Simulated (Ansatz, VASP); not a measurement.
Two plane-wave programs on Pt

```
Pt
1.0
     0.00000    2.26023    1.46915
     2.26023    0.00000    1.46915
     2.26023    2.26023    0.00000
Pt
1
Cartesian
  0.0000 0.0000 0.0000
```

Alike in both runs: task single point; functional PBE; k mesh 12 × 12 × 12; occupations gaussian, width 0.15 eV; no spin polarisation.

|  | VASP | Ansatz |
| --- | --- | --- |
| version | VASP 6.6.1 | Ansatz 0.2.0 |
| potentials or method | VASP PAW PBE potentials, release 64 (Pt), cutoff 520 eV | scalar-relativistic, plane waves, PAW |
| valence electrons in the cell | 10 | 18 |

```tsv
	VASP	Ansatz	Ansatz less VASP
gap on the k mesh at the Fermi level (eV)	none	none	-
pressure (GPa)	13.5	14.1	+0.55
traceless stress, the component that is largest in VASP (GPa)	-5.61	-5.64	-0.034
```

A gap of «none» marks a metal or a gap that the smearing closes. VASP's potentials hold 10 valence electrons a cell and Ansatz's 18, so a difference there can come from the potentials and not from the codes.

Spin-orbit coupling is off throughout.
